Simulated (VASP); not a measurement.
A run of VASP 6.6.1 is set up as follows.

Contents of INCAR:

```
ALGO = Normal
EDIFF = 1E-6
ENCUT = 600
GGA = PE
GGA_COMPAT = False
ISIF = 2
ISMEAR = 0
ISPIN = 2
LASPH = True
LCHARG = True
LELF = True
LMAXMIX = 4
LORBIT = 11
LREAL = False
LVHAR = True
LWAVE = False
MAGMOM = 0.4
NBANDS = 14
NELM = 200
PREC = Accurate
SIGMA = 0.1
```

The input KPOINTS:

```
k-points
0
Gamma
  14 14 14
```

File POSCAR:

```
Fe
1.0
   -1.4345000000      1.4345000000      1.4345000000
    1.4345000000     -1.4345000000      1.4345000000
    1.4345000000      1.4345000000     -1.4345000000
Fe
1
Direct
    0.0000000000      0.0000000000      0.0000000000
```

Potentials or basis: VASP PAW PBE potentials, release 64 (Fe).

Launch:

```console
$ cat potpaw_PBE.64/Fe/POTCAR > POTCAR
$ mpirun -np 1 vasp_std > vasp.out
```

(1) What does it give for the net moment?

(2) Predict the pressure.

(3) Predict the site moments.

Answers

(1) 2.24 μB per cell.

(2) -7.3 GPa.

(3) Fe +2.24 μB.
